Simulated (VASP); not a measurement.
A run of VASP 6.6.1 is set up as follows.

The input INCAR:

```
  PREC = Accurate
  ENCUT = 910
  EDIFF = 1E-6
  ISMEAR = 0
  SIGMA = 0.05
  LREAL = False
  LASPH = True
  NELM = 120
  ALGO = Normal
  ISIF = 2
  LWAVE = False
  LCHARG = False
  GGA = CA
  NBANDS = 28
  GGA_COMPAT = False
```

Contents of KPOINTS:

```
Automatic mesh
0
Gamma
  6 6 6
```

The input POSCAR:

```
BaTiO3
1.0
    3.9863042853      0.0000000000      0.0000000000
    0.0000000000      3.9863042853      0.0000000000
    0.0000000000      0.0000000000      3.9863042853
Ba Ti O
1 1 3
Direct
    0.5000000000      0.5000000000      0.5000000000
    0.0000000000      0.0000000000      0.0000000000
    0.5000000000      0.0000000000      0.0000000000
    0.0000000000      0.5000000000      0.0000000000
    0.0000000000      0.0000000000      0.5000000000
```

Potentials or basis: VASP PAW LDA potentials, release 64 (Ba_sv, Ti_sv, O_h).

Launch:

```sh
$ cat potpaw_LDA.64/Ba_sv/POTCAR potpaw_LDA.64/Ti_sv/POTCAR potpaw_LDA.64/O_h/POTCAR > POTCAR
$ mpirun -np 1 vasp_std > vasp.out
```

(1) What does it give for the band gap on the k mesh?

(2) What does it give for the pressure?

## Answers

(1) 1.68 eV, indirect (least direct gap 1.81 eV).

(2) -5.2 GPa.

Caveat: the cutoff is under 1.25 times the usual one of these potentials, so pressure, stress and relaxed cells hold a basis-set (Pulay) error; spin-orbit coupling is left out, which moves the levels of the heavy elements.
